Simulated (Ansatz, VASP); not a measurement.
Hf4C: VASP beside Ansatz

```
Hf C
1.0
     3.28084    0.00000    0.00000
     0.00000    3.28084    0.00000
     0.00000    0.00000    8.73070
Hf C
4 1
Direct
  0.50000 0.50000 0.50000
  0.50000 0.50000 0.00000
  0.00000 0.00000 0.73876
  0.00000 0.00000 0.26124
  0.00000 0.00000 0.00000
```

Alike in both runs: functional PBE; k mesh 10 × 10 × 4; occupations gaussian, width 0.1 eV; no spin polarisation.

Ansatz relaxed the structure, and its values are those at the end. VASP's run is a single point on that final structure, the one shown.

```csv
,VASP,Ansatz
version,VASP 6.6.1,Ansatz 0.2.0
potentials or method,"VASP PAW PBE potentials, release 64 (Hf_pv, C), cutoff 520 eV","scalar-relativistic, plane waves, PAW"
valence electrons in the cell,44,108
```

|  | VASP | Ansatz | Ansatz less VASP |
| --- | --- | --- | --- |
| gap on the k mesh at the Fermi level (eV) | none | none | - |
| pressure (GPa) | -0.5 | 0.0 | +0.53 |
| rms of the force components (eV/Å) | 0.007 | 0.000 | -0.0074 |

A gap of «none» marks a metal or a gap that the smearing closes. VASP's potentials hold 44 valence electrons a cell and Ansatz's 108, so a difference there can come from the potentials and not from the codes.

Neither program's run includes spin-orbit coupling.
